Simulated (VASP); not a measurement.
# Mo (Fm-3m) in VASP: further runs

Mo is run at these levels: PBEsol, r2SCAN; tasks: single point.

Program: VASP 6.6.1. These are calculated values, not measurements. Logs are shortened: lines on timing, memory, paths and dates and some standing lists are left out, and cuts for length are marked.

## 1. The cell of the first run

Symmetry: Fm-3m, No. 225, cubic system. Conventional cell: a = 4.030 Å, b = 4.030 Å, c = 4.030 Å, α = 90.00°, β = 90.00°, γ = 90.00°. Mo (site symmetry m-3m) has 12 Mo at 2.85 Å within 3.8 Å.

## 2. Single point, PBEsol

File INCAR:

```
  PREC = Accurate
  ENCUT = 520
  EDIFF = 1E-6
  ISMEAR = 0
  SIGMA = 0.1
  LREAL = F
  LASPH = T
  NELM = 80
  ALGO = Normal
  ISIF = 2
  LWAVE = F
  LCHARG = F
  GGA = PS
  NBANDS = 13
```

File KPOINTS:

```
regular mesh
0
Gamma
  8 8 8
```

File POSCAR:

```
Mo
1.0
    0.0000000000      2.0150000000      2.0150000000
    2.0150000000      0.0000000000      2.0150000000
    2.0150000000      2.0150000000      0.0000000000
Mo
1
Direct
    0.0000000000      0.0000000000      0.0000000000
```

Potentials or basis: VASP PAW PBE potentials, release 64 (Mo_sv).

Command:

```console
> cat potpaw_PBE.64/Mo_sv/POTCAR > POTCAR
> mpirun -np 1 vasp_std > vasp.out
```

OUTCAR:

```text
PREC = Accurate
   ENCUT = 520
   EDIFF = 1E-6
   ISMEAR = 0
   LREAL = F
   LASPH = T
   NELM = 80
   ISIF = 2
   GGA = PS

 ion  position               nearest neighbor table
   1  0.000  0.000  0.000-

  LATTYP: Found a face centered cubic cell.
 ALAT       =     4.0300000000

  Lattice vectors:

 A1 = (   0.0000000000,   2.0150000000,   2.0150000000)
 A2 = (   2.0150000000,   0.0000000000,   2.0150000000)
 A3 = (   2.0150000000,   2.0150000000,   0.0000000000)

Analysis of symmetry for initial positions (statically):
[... 33 lines left out ...]
                                     Primitive cell

  volume of cell :      16.3627

  direct lattice vectors                    reciprocal lattice vectors
     0.000000000  2.015000000  2.015000000    -0.248138958  0.248138958  0.248138958
     2.015000000  0.000000000  2.015000000     0.248138958 -0.248138958  0.248138958
     2.015000000  2.015000000  0.000000000     0.248138958  0.248138958 -0.248138958

  length of vectors
     2.849640328  2.849640328  2.849640328     0.429789282  0.429789282  0.429789282

  position of ions in fractional coordinates (direct lattice)
     0.000000000  0.000000000  0.000000000

  ion indices of the primitive-cell ions
   primitive index   ion index
                 1           1

----------------------------------------------------------------------------------------

 KPOINTS: regular mesh

Automatic generation of k-mesh.
 Grid dimensions read from file:
 generate k-points for:    8    8    8

 Generating k-lattice:

  Cartesian coordinates                     Fractional coordinates (reciprocal lattice)
    -0.031017370  0.031017370  0.031017370     0.125000000  0.000000000  0.000000000
     0.031017370 -0.031017370  0.031017370     0.000000000  0.125000000  0.000000000
     0.031017370  0.031017370 -0.031017370     0.000000000  0.000000000  0.125000000

  Length of vectors
     0.053723660  0.053723660  0.053723660

  Shift w.r.t. Gamma in fractional coordinates (k-lattice)
     0.000000000  0.000000000  0.000000000

 Subroutine IBZKPT returns following result:
 ===========================================

 Found     29 irreducible k-points:

 Following reciprocal coordinates:
            Coordinates               Weight
  0.000000  0.000000  0.000000      1.000000
  0.125000  0.000000  0.000000      8.000000
  0.250000  0.000000  0.000000      8.000000
  0.375000  0.000000  0.000000      8.000000
  0.500000  0.000000  0.000000      4.000000
  0.125000  0.125000  0.000000      6.000000
[... 16 lines left out ...]
  0.500000  0.250000  0.125000     48.000000
 -0.375000  0.250000  0.125000     24.000000
 [... further k-points ...]
   k-points           NKPTS =     29   k-points in BZ     NKDIM =     29   number of bands    NBANDS=     13
   number of dos      NEDOS =    301   number of ions     NIONS =      1
   total plane-waves  NPLWV =  13824
   dimension x,y,z NGX =    24 NGY =   24 NGZ =   24
   dimension x,y,z NGXF=    48 NGYF=   48 NGZF=   48
   ions per type =               1
   NGX,Y,Z   is equivalent  to a cutoff of  14.00, 14.00, 14.00 a.u.
   NGXF,Y,Z  is equivalent  to a cutoff of  28.00, 28.00, 28.00 a.u.
 SYSTEM =  unknown system
   PREC   = accura    normal or accurate (medium, high low for compatibility)
   ISTART =      0    job   : 0-new  1-cont  2-samecut
   ICHARG =      2    charge: 1-file 2-atom 10-const
   ISPIN  =      1    spin polarized calculation?
   LNONCOLLINEAR =      F non collinear calculations
   LSORBIT =      F    spin-orbit coupling
   LASPH  =      T    aspherical Exc in radial PAW
   ENCUT  =  520.0 eV  38.22 Ry    6.18 a.u.   5.30  5.30  5.30*2*pi/ulx,y,z
   NELM   =     80;   NELMIN=  2; NELMDL= -5     # of ELM steps
   EDIFF  = 0.1E-05   stopping-criterion for ELM
   LREAL  =      F    real-space projection
   EDIFFG = 0.1E-04   stopping-criterion for IOM
   NSW    =      0    number of steps for IOM
   IBRION =     -1    ionic relax: 0-MD 1-quasi-New 2-CG
   NFREE  =      0    steps in history (QN), initial steepest desc. (CG)
   ISIF   =      2    stress and relaxation
   ISYM   =      2    0-nonsym 1-usesym 2-fastsym
   POTIM  = 0.5000    time-step for ionic-motion
   TEBEG  =    0.0;   TEEND  =   0.0 temperature during run
   PSTRESS=    0.0 pullay stress
   NELECT =      14.0000    total number of electrons
   NUPDOWN=      -1.0000    fix difference up-down
   EMIN   =  10.00;   EMAX   =-10.00  energy-range for DOS
   EFERMI =   0.00;   METHOD = LEGACY
   ISMEAR =     0;   SIGMA  =   0.10  broadening in eV -4-tet -1-fermi 0-gaus
   EFERMI_NEDOS =   21; number of points for ismear=-14 and -15
   IALGO  =     38    algorithm
   IMIX   =      4    mixing-type and parameters
     AMIX     =   0.40;   BMIX     =  1.00
     AMIX_MAG =   1.60;   BMIX_MAG =  1.00
  volume/ion in A,a.u.               =      16.36       110.42
  Fermi-wavevector in a.u.,A,eV,Ry     =   1.554172  2.936960 32.864208  2.415451
  Thomas-Fermi vector in A             =   2.658297
   LORBIT       =      0    0 simple, 1 ext, 2 COOP (PROOUT), +10 PAW based schemes
   GGA     = PS    functional components
   LHFCALC =     F    Hartree Fock is set to
   AEXX    =    0.0000 exact exchange contribution
   IVDW    =     0    specifies the selected vdW correction
   LEPSILON=     F    determine dielectric tensor
   LRPA    =     F    only Hartree local field effects (RPA)
 non-spin polarized calculation
 Gauss-broadening in eV      SIGMA  =   0.10
  energy-cutoff  :      520.00
  volume of cell :       16.36
 maximum number of plane-waves:       459
 NGX is ok and might be reduce to    24
   NGX = 11   NGY = 11   NGZ = 11

 number of electron      14.0000001 magnetization

 Free energy of the ion-electron system (eV)
  ---------------------------------------------------
  ext. energy  EPLUGINS =         0.00000000
  ---------------------------------------------------
  free energy    TOTEN  =       -11.30549123 eV

  energy without entropy =      -11.29659757  energy(sigma->0) =      -11.30104440

 E-fermi :  11.2986     XC(G=0): -13.2559

 val. band max:       11.2494365256   @ k =  -0.3750   0.1250   0.0000
 cond. band min:      11.3135679266   @ k =  -0.1250   0.1250   0.0000
 fundamental gap:      0.0641314010
 Fermi energy:        11.2986311622

 k-point     1 :       0.0000    0.0000    0.0000
  band No.  band energies     occupation
      1     -49.2985      2.00000
      2     -22.7049      2.00000
      3     -22.7049      2.00000
      4     -22.7049      2.00000
      5       4.6164      2.00000
      6      10.6527      2.00000
      7      10.6527      2.00000
      8      10.6527      2.00000
      9      13.2434      0.00000
     10      13.2434      0.00000
     11      24.4130      0.00000
     12      29.5283      0.00000
     13      29.5283      0.00000

 k-point     2 :       0.1250    0.0000    0.0000
  band No.  band energies     occupation
      1     -49.2685      2.00000
      2     -22.8939      2.00000
      3     -22.7287      2.00000
      4     -22.7287      2.00000
      5       5.2147      2.00000
      6      10.2891      2.00000
      7      10.8988      2.00000
      8      10.8988      2.00000
      9      13.0735      0.00000
     10      13.0735      0.00000
     11      25.4968      0.00000
     12      27.5733      0.00000
     13      30.6137      0.00000

 k-point     3 :       0.2500    0.0000    0.0000
  band No.  band energies     occupation
      1     -49.1956      2.00000
      2     -23.3359      2.00000
      3     -22.7859      2.00000
      4     -22.7859      2.00000
      5       6.4702      2.00000
      6      10.0435      2.00000
      7      11.0357      1.99980
      8      11.0357      1.99980
      9      13.3595      0.00000
     10      13.3595      0.00000
     11      24.8295      0.00000
     12      27.5580      0.00000
     13      33.4444      0.00000

 k-point     4 :       0.3750    0.0000    0.0000
  band No.  band energies     occupation
      1     -49.1216      2.00000
      2     -23.7598      2.00000
      3     -22.8424      2.00000
      4     -22.8424      2.00000
      5       6.8823      2.00000
      6      10.6630      2.00000
      7      10.6630      2.00000
      8      11.4713      0.01463
      9      14.5553      0.00000
     10      14.5553      0.00000
     11      23.0649      0.00000
     12      25.6336      0.00000
     13      31.7863      0.00000

 k-point     5 :       0.5000    0.0000    0.0000
  band No.  band energies     occupation
      1     -49.0906      2.00000
      2     -23.9307      2.00000
      3     -22.8655      2.00000
      4     -22.8655      2.00000
      5       6.8113      2.00000
      6      10.4660      2.00000
      7      10.4660      2.00000
      8      12.7950      0.00000
      9      15.2617      0.00000
     10      15.2617      0.00000
     11      22.1121      0.00000
     12      24.0814      0.00000
     13      30.1694      0.00000
[... 257 lines left out ...]
 k-point    22 :       0.3750    0.2500    0.1250
  band No.  band energies     occupation
      1     -49.1411      2.00000
      2     -23.4385      2.00000
      3     -23.0146      2.00000
      4     -22.8615      2.00000
      5       7.5896      2.00000
      6       8.9335      2.00000
      7      10.4183      2.00000
      8      12.5566      0.00000
      9      12.5636      0.00000
     10      15.1570      0.00000
     11      26.0927      0.00000
     12      28.5232      0.00000
     13      29.4485      0.00000

 k-point    23 :       0.5000    0.2500    0.1250
  band No.  band energies     occupation
      1     -49.0815      2.00000
      2     -23.6659      2.00000
      3     -23.1496      2.00000
      4     -22.9311      2.00000
      5       8.1031      2.00000
      6       9.2777      2.00000
      7       9.9378      2.00000
      8      12.0987      0.00000
      9      14.1756      0.00000
     10      17.1061      0.00000
     11      23.6431      0.00000
     12      26.9697      0.00000
     13      27.7933      0.00000

 k-point    24 :      -0.3750    0.2500    0.1250
  band No.  band energies     occupation
      1     -49.0566      2.00000
      2     -23.7635      2.00000
      3     -23.1917      2.00000
      4     -22.9689      2.00000
      5       8.1046      2.00000
      6       9.0225      2.00000
      7      10.7063      2.00000
      8      11.7872      0.00000
      9      14.9435      0.00000
     10      18.6045      0.00000
     11      21.3381      0.00000
     12      26.5383      0.00000
     13      27.8450      0.00000

 [... further k-points ...]

------------------------ aborting loop because EDIFF is reached ----------------------------------------

  FORCE on cell =-STRESS in cart. coord.  units (eV):
  Direction    XX          YY          ZZ          XY          YZ          ZX
  --------------------------------------------------------------------------------------
  -------------------------------------------------------------------------------------
  Total       -1.1773495     -1.1773495     -1.1773495      0.0000000      0.0000000      0.0000000
  in kB     -115.2818212   -115.2818212   -115.2818212      0.0000000      0.0000000      0.0000000
  external PRESSURE =    -115.2818212 kB  Pullay stress =       0.0000000 kB

 VOLUME and BASIS-vectors are now :
 -----------------------------------------------------------------------------
  energy-cutoff  :      520.00
  volume of cell :       16.36
      direct lattice vectors                 reciprocal lattice vectors
     0.000000000  2.015000000  2.015000000    -0.248138958  0.248138958  0.248138958
     2.015000000  0.000000000  2.015000000     0.248138958 -0.248138958  0.248138958
     2.015000000  2.015000000  0.000000000     0.248138958  0.248138958 -0.248138958

 POSITION                                       TOTAL-FORCE (eV/Angst)
 -----------------------------------------------------------------------------------
      0.00000      0.00000      0.00000        -0.000000      0.000000      0.000000
 -----------------------------------------------------------------------------------
    total drift:                                0.000000      0.000000     -0.000000

  FREE ENERGIE OF THE ION-ELECTRON SYSTEM (eV)
  ---------------------------------------------------
  free  energy   TOTEN  =       -11.3054912326 eV

  energy  without entropy=      -11.2965975673  energy(sigma->0) =      -11.30104440
```

Run time: 4.9 s. Hardware: 1 thread of Intel Xeon Platinum 8488C (Sapphire Rapids), shared host; peak memory 0.13 GiB.

Results:

```yaml
Free_energy: -11.3055 eV
Pressure: -11.5 GPa
Band_gap_on_the_k_mesh: zero (band 7 reaches 15.21 eV, above the bottom of band 8 at 10.65 eV)
```

Levels at points of the mesh, in eV from the Fermi level:
| k point | band 3 | band 4 | band 5 | band 6 | band 7 | band 8 | band 9 | band 10 | band 11 | band 12 |
| --- | --- | --- | --- | --- | --- | --- | --- | --- | --- | --- |
| (0.00, 0.00, 0.00) | -34.00 | -34.00 | -6.68 | -0.65 | -0.65 | -0.65 | 1.94 | 1.94 | 13.11 | 18.23 |
| (0.50, 0.00, 0.00) | -34.16 | -34.16 | -4.49 | -0.83 | -0.83 | 1.50 | 3.96 | 3.96 | 10.81 | 12.78 |
| (0.50, 0.50, 0.00) | -34.44 | -34.44 | -4.81 | -4.12 | 3.91 | 3.91 | 4.54 | 4.54 | 12.29 | 12.29 |

Caveat: the PAW data sets were made with another functional, which shifts forces and pressure a little.

## 3. Single point, PBEsol (one atom moved)

File INCAR:

```
SYSTEM = Mo
PREC     = Accurate       ! precision mode
ENCUT    = 520            ! plane-wave cutoff, eV
EDIFF    = 1E-6           ! SCF threshold, eV
ISMEAR   = 0              ! smearing method
SIGMA    = 0.1            ! smearing width, eV
LREAL    = .False.        ! projectors in reciprocal space
LASPH    = .True.         ! aspherical terms in the spheres
NELM     = 80             ! most SCF steps
ALGO     = Fast           ! electronic algorithm
ISIF     = 2              ! what is computed and relaxed
LWAVE    = .False.        ! write WAVECAR
LCHARG   = .False.        ! write CHGCAR
GGA      = PS             ! functional
NBANDS   = 13             ! bands
```

File KPOINTS:

```
regular mesh
0
Gamma
  16 16 16
  0 0 0
```

POSCAR, as its differences from that of step 2:

```diff
@@ -8,2 +8,2 @@
 Direct
-    0.0000000000      0.0000000000      0.0000000000
+    0.0558312655     -0.0558312655      0.0558312655
```

Potentials or basis: VASP PAW PBE potentials, release 64 (Mo_sv).

Command:

```console
> cat potpaw_PBE.64/Mo_sv/POTCAR > POTCAR
> mpirun -np 1 vasp_std > vasp.out
```

Wall time 17 s (1 thread of Intel Xeon Platinum 8488C (Sapphire Rapids), shared host); peak memory 0.15 GiB.

The run converged. Its results:

- Free energy: -11.3175 eV
- Pressure: -11.5 GPa
- Band gap on the k mesh: zero (band 7 reaches 15.21 eV, above the bottom of band 8 at 10.65 eV)

Levels at points of the mesh, in eV from the Fermi level:
| k point | band 4 | band 5 | band 6 | band 7 | band 8 | band 9 | band 10 | band 11 |
| --- | --- | --- | --- | --- | --- | --- | --- | --- |
| (0.00, 0.00, 0.00) | -34.03 | -6.70 | -0.67 | -0.67 | -0.67 | 1.92 | 1.92 | 13.10 |
| (0.50, 0.00, 0.00) | -34.19 | -4.51 | -0.85 | -0.85 | 1.48 | 3.94 | 3.94 | 10.79 |
| (0.50, 0.50, 0.00) | -34.47 | -4.83 | -4.14 | 3.89 | 3.89 | 4.52 | 4.52 | 12.27 |

Caveat: the cell differs from its parent crystal (one atom moved); the PAW data sets were made with another functional, which shifts forces and pressure a little.

(Continued in part 2 of 2.)
